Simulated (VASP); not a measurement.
Here is a VASP 6.6.1 calculation.

POSCAR

```
BN
1.0
    0.0000000000      1.8048137558      1.8318859621
    1.8048137558      0.0000000000      1.8318859621
    1.8048137558      1.8048137558      0.0000000000
B N
1 1
Direct
    0.0000000000      0.0000000000      0.0000000000
    0.7500000000      0.7500000000      0.7500000000
```

File INCAR.step1:

```
PREC     = Accurate       # precision mode
ENCUT    = 520            # plane-wave cutoff, eV
ISMEAR   = 0              # smearing method
SIGMA    = 0.05           # smearing width, eV
LREAL    = False          # projectors in reciprocal space
LASPH    = True           # aspherical terms in the spheres
NELM     = 60             # most SCF steps
NBANDS   = 11             # bands
GGA      = PE             # functional
ALGO     = Normal         # electronic algorithm
EDIFF    = 1E-4           # SCF threshold, eV
LWAVE    = True           # write WAVECAR
LCHARG   = False          # write CHGCAR
```

The input INCAR.step2:

```
PREC     = Accurate       # precision mode
ENCUT    = 520            # plane-wave cutoff, eV
EDIFF    = 1E-6           # SCF threshold, eV
ISMEAR   = 0              # smearing method
SIGMA    = 0.05           # smearing width, eV
LREAL    = False          # projectors in reciprocal space
LASPH    = True           # aspherical terms in the spheres
NELM     = 60             # most SCF steps
ALGO     = Normal         # electronic algorithm
ISIF     = 2              # what is computed and relaxed
LWAVE    = False          # write WAVECAR
LCHARG   = False          # write CHGCAR
METAGGA  = R2SCAN         # meta-GGA
LMIXTAU  = True         
NBANDS   = 11             # bands
ISTART   = 1
```

The input KPOINTS:

```
Automatic mesh
0
Gamma
  12 12 12
```

Potentials or basis: VASP PAW PBE potentials, release 64 (B, N).

Launch:

```sh
$ cat potpaw_PBE.64/B/POTCAR potpaw_PBE.64/N/POTCAR > POTCAR
$ cp INCAR.step1 INCAR
$ mpirun -np 1 vasp_std > vasp.out
$ cp INCAR.step2 INCAR
$ mpirun -np 1 vasp_std > vasp.out
```

Q: Predict the pressure.

A: -4.6 GPa.

Q: Estimate the band gap on the k mesh.

A: 4.83 eV, indirect (least direct gap 9.39 eV).

Stress tensor (GPa, compression positive):
```
 -1.36   0.00   0.00
  0.00  -1.36   0.00
  0.00   0.00 -11.04
```

Caveat: the cell differs from its parent crystal (strain +0.0150 x Voigt [0, 0, 1, 0, 0, 0]); the PAW data sets were made with another functional, which shifts forces and pressure a little. A k mesh can miss the band edges.
